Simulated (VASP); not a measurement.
Wanted: the native input for a VASP 6.6.1 run.

| Quantity | Value |
| --- | --- |
| Task | single point |
| Functional | PBE |
| Potentials or basis | VASP PAW PBE potentials, release 64 (Y_sv) |
| Cutoff | 520 eV |
| k mesh | 8 × 8 × 8 |
| Occupations | fermi-dirac, width 0.05 eV |
| Spin | no spin polarisation |
| Dipole correction | no |
| Further INCAR settings | ALGO = Normal; EDIFF = 1e-06; NBANDS = 12 |

The structure of Y lies in POSCAR:

```
Y
1.0
    2.7789519523      0.0000000000      0.0000000000
    0.0000000000      2.7789519523      0.0000000000
    0.0000000000      0.0000000000      2.7789519523
Y
1
Direct
    0.0000000000      0.0000000000      0.0000000000
```

This isn't the form of Y at room conditions, which is hcp.

The input as run:

INCAR

```
ALGO = Normal
EDIFF = 1E-6
ENCUT = 520
GGA = PE
ISIF = 2
ISMEAR = -1
LASPH = True
LCHARG = False
LREAL = False
LWAVE = False
NBANDS = 12
NELM = 100
PREC = Accurate
SIGMA = 0.05
```

KPOINTS

```
k-points
0
Gamma
  8 8 8
```

Potentials or basis: VASP PAW PBE potentials, release 64 (Y_sv).

Launch:

```sh
$ cat potpaw_PBE.64/Y_sv/POTCAR > POTCAR
$ mpirun -np 1 vasp_std > vasp.out
```

Results of the run:

```json
{
 "Pressure": "30.1 GPa",
 "Band gap on the k mesh": "zero (an odd number of electrons rules out a gap without spin polarisation)"
}
```

Caveat: the cell stands under pressure.

Wall time 18 s on 1 thread of AMD EPYC 7R13 (shared host), peak memory 0.12 GiB.
